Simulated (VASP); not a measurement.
# Al (P6/mmm) in VASP: a series of runs

Al is run at these levels: PBE; tasks: relaxation of shape and atoms at fixed volume.

Everything below comes from runs of VASP 6.6.1. Logs are shortened: lines on timing, memory, paths and dates and some standing lists are left out, and cuts for length are marked.

## Step 1: The cell of the first run

It takes space group P6/mmm (No. 191, hexagonal). Conventional cell: a = 2.099 Å, b = 2.099 Å, c = 2.116 Å, α = 90.00°, β = 90.00°, γ = 120.00°. Within 2.8 Å of Al (site symmetry 6/mmm) lie 8 Al at 2.10 to 2.12 Å.

## Step 2: Relaxation of shape and atoms at fixed volume, PBE

Input file INCAR:

```
SYSTEM = Al
PREC = Accurate
ENCUT = 600
EDIFF = 1E-6
ISMEAR = -1
SIGMA = 0.08
LREAL = .FALSE.
LASPH = .TRUE.
NELM = 100
ALGO = Normal
ISIF = 4
LWAVE = .FALSE.
LCHARG = .FALSE.
GGA = PE
IBRION = 2
NSW = 50
EDIFFG = -0.005
```

Input file KPOINTS:

```
regular mesh
0
G
  16 16 15
  0 0 0
```

Input file POSCAR:

```
Al
1.0
    2.0988121791      0.0000000000      0.0000000000
   -1.0494060896      1.8176246649      0.0000000000
    0.0000000000      0.0000000000      2.1163615124
Al
1
Direct
    0.0000000000      0.0000000000      0.0000000000
```

Potentials or basis: VASP PAW PBE potentials, release 64 (Al).

Command:

```console
$ cat potpaw_PBE.64/Al/POTCAR > POTCAR
$ mpirun -np 1 vasp_std > vasp.out
```

OUTCAR:

```text
SYSTEM = Al
   PREC = Accurate
   ENCUT = 600
   EDIFF = 1E-6
   ISMEAR = -1
   LREAL = .FALSE.
   LASPH = .TRUE.
   NELM = 100
   ISIF = 4
   GGA = PE
   IBRION = 2
   NSW = 50
   EDIFFG = -0.005

 ion  position               nearest neighbor table
   1  0.000  0.000  0.000-

  LATTYP: Found a hexagonal cell.
 ALAT       =     2.0988121791
 C/A-ratio  =     1.0083615549

  Lattice vectors:

 A1 = (   2.0988121791,   0.0000000000,   0.0000000000)
 A2 = (  -1.0494060896,   1.8176246649,   0.0000000000)
 A3 = (   0.0000000000,   0.0000000000,   2.1163615124)

Analysis of symmetry for initial positions (statically):
=====================================================================
 Subroutine PRICEL returns:
 Original cell was already a primitive cell.

 Routine SETGRP: Setting up the symmetry group for a
 hexagonal supercell.

 Subroutine GETGRP returns: Found 24 space group operations
 (whereof 24 operations were pure point group operations)
 out of a pool of 24 trial point group operations.

The static configuration has the point symmetry D_6h.

Analysis of symmetry for dynamics (positions and initial velocities):
=====================================================================
 Subroutine PRICEL returns:
 Original cell was already a primitive cell.

 Routine SETGRP: Setting up the symmetry group for a
 hexagonal supercell.

 Subroutine GETGRP returns: Found 24 space group operations
 (whereof 24 operations were pure point group operations)
 out of a pool of 24 trial point group operations.

The dynamic configuration has the point symmetry D_6h.

 Subroutine INISYM returns: Found 24 space group operations
 (whereof 24 operations are pure point group operations),
 and found     1 'primitive' translations

----------------------------------------------------------------------------------------

                                     Primitive cell

  volume of cell :       8.0736

  direct lattice vectors                    reciprocal lattice vectors
     2.098812179  0.000000000  0.000000000     0.476459976  0.275084295  0.000000000
    -1.049406090  1.817624665  0.000000000     0.000000000  0.550168591  0.000000000
     0.000000000  0.000000000  2.116361512     0.000000000  0.000000000  0.472509065

  length of vectors
     2.098812179  2.098812179  2.116361512     0.550168591  0.550168591  0.472509065

  position of ions in fractional coordinates (direct lattice)
     0.000000000  0.000000000  0.000000000

  ion indices of the primitive-cell ions
   primitive index   ion index
                 1           1

----------------------------------------------------------------------------------------

 KPOINTS: regular mesh

Automatic generation of k-mesh.
 Grid dimensions read from file:
 generate k-points for:   16   16   15

 Generating k-lattice:

  Cartesian coordinates                     Fractional coordinates (reciprocal lattice)
     0.029778748  0.017192768  0.000000000     0.062500000  0.000000000  0.000000000
     0.000000000  0.034385537  0.000000000     0.000000000  0.062500000  0.000000000
     0.000000000  0.000000000  0.031500604     0.000000000  0.000000000  0.066666667

  Length of vectors
     0.034385537  0.034385537  0.031500604

  Shift w.r.t. Gamma in fractional coordinates (k-lattice)
     0.000000000  0.000000000  0.000000000

 Subroutine IBZKPT returns following result:
 ===========================================

 Found    240 irreducible k-points:

 Following reciprocal coordinates:
            Coordinates               Weight
  0.000000  0.000000  0.000000      1.000000
  0.062500  0.000000  0.000000      6.000000
  0.125000  0.000000  0.000000      6.000000
  0.187500  0.000000  0.000000      6.000000
  0.250000  0.000000  0.000000      6.000000
  0.312500  0.000000  0.000000      6.000000
[... 16 lines left out ...]
  0.187500  0.187500  0.000000      6.000000
  0.250000  0.187500  0.000000     12.000000
 [... further k-points ...]
   k-points           NKPTS =    240   k-points in BZ     NKDIM =    240   number of bands    NBANDS=      5
   number of dos      NEDOS =    301   number of ions     NIONS =      1
   total plane-waves  NPLWV =   5832
   dimension x,y,z NGX =    18 NGY =   18 NGZ =   18
   dimension x,y,z NGXF=    36 NGYF=   36 NGZF=   36
   ions per type =               1
   NGX,Y,Z   is equivalent  to a cutoff of  14.26, 14.26, 14.14 a.u.
   NGXF,Y,Z  is equivalent  to a cutoff of  28.52, 28.52, 28.28 a.u.
 SYSTEM =  Al
   PREC   = accura    normal or accurate (medium, high low for compatibility)
   ISTART =      0    job   : 0-new  1-cont  2-samecut
   ICHARG =      2    charge: 1-file 2-atom 10-const
   ISPIN  =      1    spin polarized calculation?
   LNONCOLLINEAR =      F non collinear calculations
   LSORBIT =      F    spin-orbit coupling
   LASPH  =      T    aspherical Exc in radial PAW
   ENCUT  =  600.0 eV  44.10 Ry    6.64 a.u.   4.19  4.19  4.23*2*pi/ulx,y,z
   NELM   =    100;   NELMIN=  2; NELMDL= -5     # of ELM steps
   EDIFF  = 0.1E-05   stopping-criterion for ELM
   LREAL  =      F    real-space projection
   EDIFFG = -.5E-02   stopping-criterion for IOM
   NSW    =     50    number of steps for IOM
   IBRION =      2    ionic relax: 0-MD 1-quasi-New 2-CG
   NFREE  =      1    steps in history (QN), initial steepest desc. (CG)
   ISIF   =      4    stress and relaxation
   ISYM   =      2    0-nonsym 1-usesym 2-fastsym
   POTIM  = 0.5000    time-step for ionic-motion
   TEBEG  =    0.0;   TEEND  =   0.0 temperature during run
   PSTRESS=    0.0 pullay stress
   NELECT =       3.0000    total number of electrons
   NUPDOWN=      -1.0000    fix difference up-down
   EMIN   =  10.00;   EMAX   =-10.00  energy-range for DOS
   EFERMI =   0.00;   METHOD = LEGACY
   ISMEAR =    -1;   SIGMA  =   0.08  broadening in eV -4-tet -1-fermi 0-gaus
   EFERMI_NEDOS =   21; number of points for ismear=-14 and -15
   IALGO  =     38    algorithm
   IMIX   =      4    mixing-type and parameters
     AMIX     =   0.40;   BMIX     =  1.00
     AMIX_MAG =   1.60;   BMIX_MAG =  1.00
  volume/ion in A,a.u.               =       8.07        54.48
  Fermi-wavevector in a.u.,A,eV,Ry     =   1.176954  2.224120 18.847062  1.385220
  Thomas-Fermi vector in A             =   2.313309
   LORBIT       =      0    0 simple, 1 ext, 2 COOP (PROOUT), +10 PAW based schemes
   GGA     = PE    functional components
   LHFCALC =     F    Hartree Fock is set to
   AEXX    =    0.0000 exact exchange contribution
   IVDW    =     0    specifies the selected vdW correction
   LEPSILON=     F    determine dielectric tensor
   LRPA    =     F    only Hartree local field effects (RPA)
 conjugate gradient relaxation of ions
 non-spin polarized calculation
  energy-cutoff  :      600.00
  volume of cell :        8.07
 maximum number of plane-waves:       280
 NGX is ok and might be reduce to    18
   NGX =  9   NGY =  9   NGZ =  9

--------------------------------------- Ionic step        1  -------------------------------------------

 number of electron       3.0000000 magnetization

 Free energy of the ion-electron system (eV)
  ---------------------------------------------------
  ext. energy  EPLUGINS =         0.00000000
  ---------------------------------------------------
  free energy    TOTEN  =         1.32187988 eV

  energy without entropy =        1.32792397  energy(sigma->0) =        1.32490193

------------------------ aborting loop because EDIFF is reached ----------------------------------------

  FORCE on cell =-STRESS in cart. coord.  units (eV):
  Direction    XX          YY          ZZ          XY          YZ          ZX
  --------------------------------------------------------------------------------------
  -------------------------------------------------------------------------------------
  Total       16.0447474     16.0447474     11.4995931     -0.0000000     -0.0000000      0.0000000
  in kB     3184.0203118   3184.0203119   2282.0513827     -0.0000001     -0.0000000      0.0000000
  external PRESSURE =    2883.3640021 kB  Pullay stress =       0.0000000 kB
[... 90 lines left out ...]
  energy  without entropy=        1.2438908970  energy(sigma->0) =        1.24121997

--------------------------------------- Ionic step        4  -------------------------------------------

 number of electron       3.0000000 magnetization

 Free energy of the ion-electron system (eV)
  ---------------------------------------------------
  ext. energy  EPLUGINS =         0.00000000
  ---------------------------------------------------
  free energy    TOTEN  =         1.23813700 eV

  energy without entropy =        1.24352403  energy(sigma->0) =        1.24083052

 E-fermi :  18.0267     XC(G=0): -13.1187

 val. band max:       17.9921052389   @ k =   0.2500   0.2500   0.2000
 cond. band min:      18.0370156743   @ k =   0.3125   0.1875   0.2667
 fundamental gap:      0.0449104354
 Fermi energy:        18.0266860268

 k-point     1 :       0.0000    0.0000    0.0000
  band No.  band energies     occupation
      1       1.0679      2.00000
      2      27.8896      0.00000
      3      34.7730      0.00000
      4      35.6040      0.00000
      5      35.6040      0.00000

 k-point     2 :       0.0625    0.0000    0.0000
  band No.  band energies     occupation
      1       1.2359      2.00000
      2      27.8779      0.00000
      3      33.5019      0.00000
      4      35.3079      0.00000
      5      42.2788      0.00000
[... 169 lines left out ...]
 k-point    24 :       0.2500    0.1875    0.0000
  band No.  band energies     occupation
      1       6.9905      2.00000
      2      18.3047      0.06002
      3      22.5261      0.00000
      4      36.8425      0.00000
      5      44.9316      0.00000

 [... further k-points ...]
[... 5 lines left out ...]
  --------------------------------------------------------------------------------------
  -------------------------------------------------------------------------------------
  Total       14.1495305     14.1495305     14.1517236     -0.0000000     -0.0000000     -0.0000000
  in kB     2807.9215828   2807.9215829   2808.3567815     -0.0000001     -0.0000000     -0.0000000
  external PRESSURE =    2808.0666491 kB  Pullay stress =       0.0000000 kB
[... 16 lines left out ...]
  FREE ENERGIE OF THE ION-ELECTRON SYSTEM (eV)
  ---------------------------------------------------
  free  energy   TOTEN  =         1.2381370038 eV

  energy  without entropy=        1.2435240337  energy(sigma->0) =        1.24083052

 reached required accuracy - stopping structural energy minimisation
```

It took 11 s on 1 thread of Intel Xeon 6975P-C (Granite Rapids), shared host; peak memory 0.12 GiB.

What came out:

```yaml
Free_energy: 1.2381 eV
Energy_gained_by_relaxing: 83.7 meV/atom
Ionic_steps: 4
Pressure_after_relaxing: 280.8 GPa
```

The path:
```
step  energy change (eV)  largest force (eV/Å)  pressure (GPa)  volume (Å³)
   1              0.0000                0.0000          288.34         8.07
   2              0.8361                0.0000          286.00         8.07
   3             -0.0833                0.0000          281.22         8.07
   4             -0.0837                0.0000          280.81         8.07
```

Final structure:
```cif
data_structure
_symmetry_space_group_name_H-M 'P 1'
_symmetry_Int_Tables_number 1
_cell_length_a 2.1362
_cell_length_b 2.1362
_cell_length_c 2.0429
_cell_angle_alpha 90.000
_cell_angle_beta 90.000
_cell_angle_gamma 120.000
_cell_volume 8.07
loop_
_atom_site_label
_atom_site_type_symbol
_atom_site_fract_x
_atom_site_fract_y
_atom_site_fract_z
_atom_site_occupancy
Al1 Al 0.00000 0.00000 0.00000 1
```

## Step 3: Relaxation of shape and atoms at fixed volume, PBE

This run uses another cell than the first one, of 9.39 Å³/atom, 1.163 times its volume.

Input file INCAR:

```
SYSTEM = Al
PREC = Accurate
ENCUT = 600
EDIFF = 1E-6
ISMEAR = -1
SIGMA = 0.08
LREAL = .False.
LASPH = .True.
NELM = 60
ALGO = Normal
ISIF = 4
LWAVE = .False.
LCHARG = .False.
GGA = PE
IBRION = 2
NSW = 50
EDIFFG = -0.005
```

Input file KPOINTS:

```
regular mesh
0
Gamma
  16 16 15
  0 0 0
```

Input file POSCAR:

```
Al
1.0
    2.2070258773      0.0000000000      0.0000000000
   -1.1035129387      1.9113404765      0.0000000000
    0.0000000000      0.0000000000      2.2254800453
Al
1
Direct
    0.0000000000      0.0000000000      0.0000000000
```

Potentials or basis: VASP PAW PBE potentials, release 64 (Al).

Command:

```console
$ cat potpaw_PBE.64/Al/POTCAR > POTCAR
$ mpirun -np 1 vasp_std > vasp.out
```

OUTCAR:

```text
SYSTEM = Al
   PREC = Accurate
   ENCUT = 600
   EDIFF = 1E-6
   ISMEAR = -1
   LREAL = .False.
   LASPH = .True.
   NELM = 60
   ISIF = 4
   GGA = PE
   IBRION = 2
   NSW = 50
   EDIFFG = -0.005

 ion  position               nearest neighbor table
   1  0.000  0.000  0.000-

  LATTYP: Found a hexagonal cell.
 ALAT       =     2.2070258773
 C/A-ratio  =     1.0083615549

  Lattice vectors:

 A1 = (   2.2070258773,   0.0000000000,   0.0000000000)
 A2 = (  -1.1035129387,   1.9113404765,   0.0000000000)
 A3 = (   0.0000000000,   0.0000000000,   2.2254800453)

Analysis of symmetry for initial positions (statically):
=====================================================================
 Subroutine PRICEL returns:
 Original cell was already a primitive cell.

 Routine SETGRP: Setting up the symmetry group for a
 hexagonal supercell.

 Subroutine GETGRP returns: Found 24 space group operations
 (whereof 24 operations were pure point group operations)
 out of a pool of 24 trial point group operations.

The static configuration has the point symmetry D_6h.

Analysis of symmetry for dynamics (positions and initial velocities):
[... 163 lines left out ...]
  Direction    XX          YY          ZZ          XY          YZ          ZX
  --------------------------------------------------------------------------------------
  -------------------------------------------------------------------------------------
  Total       11.4013628     11.4013628      8.6765289     -0.0000000     -0.0000000      0.0000000
  in kB     1945.7998368   1945.7998367   1480.7693307     -0.0000001     -0.0000000      0.0000000
  external PRESSURE =    1790.7896681 kB  Pullay stress =       0.0000000 kB
[... 92 lines left out ...]
--------------------------------------- Ionic step        4  -------------------------------------------

 number of electron       3.0000000 magnetization

 Free energy of the ion-electron system (eV)
  ---------------------------------------------------
  ext. energy  EPLUGINS =         0.00000000
  ---------------------------------------------------
  free energy    TOTEN  =        -0.59607712 eV

  energy without entropy =       -0.59123038  energy(sigma->0) =       -0.59365375

 E-fermi :  15.2748     XC(G=0): -12.4314

 val. band max:       15.2494369039   @ k =   0.3750   0.0000   0.2000
 cond. band min:      15.3825877198   @ k =   0.1875   0.1250   0.3333
 fundamental gap:      0.1331508159
 Fermi energy:        15.2748004588

 k-point     1 :       0.0000    0.0000    0.0000
  band No.  band energies     occupation
      1      -0.1940      2.00000
      2      24.7385      0.00000
      3      29.8875      0.00000
      4      32.0688      0.00000
      5      32.0688      0.00000
[... 177 lines left out ...]
 k-point    24 :       0.2500    0.1875    0.0000
  band No.  band energies     occupation
      1       5.2558      2.00000
      2      15.9197      0.00063
      3      19.3278      0.00000
      4      32.7786      0.00000
      5      33.4306      0.00000

 [... further k-points ...]
[... 5 lines left out ...]
  --------------------------------------------------------------------------------------
  -------------------------------------------------------------------------------------
  Total       10.2833940     10.2833940     10.2818166     -0.0000000     -0.0000000     -0.0000000
  in kB     1755.0030291   1755.0030290   1754.7338216     -0.0000001     -0.0000000     -0.0000000
  external PRESSURE =    1754.9132932 kB  Pullay stress =       0.0000000 kB
[... 16 lines left out ...]
  FREE ENERGIE OF THE ION-ELECTRON SYSTEM (eV)
  ---------------------------------------------------
  free  energy   TOTEN  =        -0.5960771170 eV

  energy  without entropy=       -0.5912303758  energy(sigma->0) =       -0.59365375

 reached required accuracy - stopping structural energy minimisation
```

CONTCAR:

```text
Al
   1.00000000000000
     2.2389191627775440   -0.0000000000103245    0.0000000000000000
    -1.1194595814484358    1.9389608719197244    0.0000000000000000
     0.0000000000000000   -0.0000000000000000    2.1625279445307215
  Al
     1
Direct
     0.0000000000000000    0.0000000000000000    0.0000000000000000

  0.00000000E+00  0.00000000E+00  0.00000000E+00
```

Wall time 13 s (1 thread of Intel Xeon 6975P-C (Granite Rapids), shared host); peak memory 0.12 GiB.

What came out:

| Item | Value |
| --- | --- |
| Free energy | -0.5961 eV |
| Energy gained by relaxing | 40.5 meV/atom |
| Ionic steps | 4 |
| Pressure after relaxing | 175.5 GPa |

The path:
| step | energy change (eV) | largest force (eV/Å) | pressure (GPa) | volume (Å³) |
| --- | --- | --- | --- | --- |
| 1 | 0.0000 | 0.0000 | 179.08 | 9.39 |
| 2 | 0.1719 | 0.0000 | 174.96 | 9.39 |
| 3 | -0.0399 | 0.0000 | 175.71 | 9.39 |
| 4 | -0.0405 | 0.0000 | 175.49 | 9.39 |

Final structure:
```xyz
1
Lattice="2.2389 0.0000 0.0000 -1.1195 1.9390 0.0000 0.0000 0.0000 2.1625" Properties=species:S:1:pos:R:3 pbc="T T T"
Al    0.0000    0.0000    0.0000
```

Levels at points of the mesh, in eV from the Fermi level:
```
           k point  band 1  band 2  band 3  band 4  band 5
(0.00, 0.00, 0.00)  -15.47    9.46   14.61   16.79   16.79
(0.50, 0.00, 0.00)   -7.01   -5.20    9.50   12.37   19.28
```
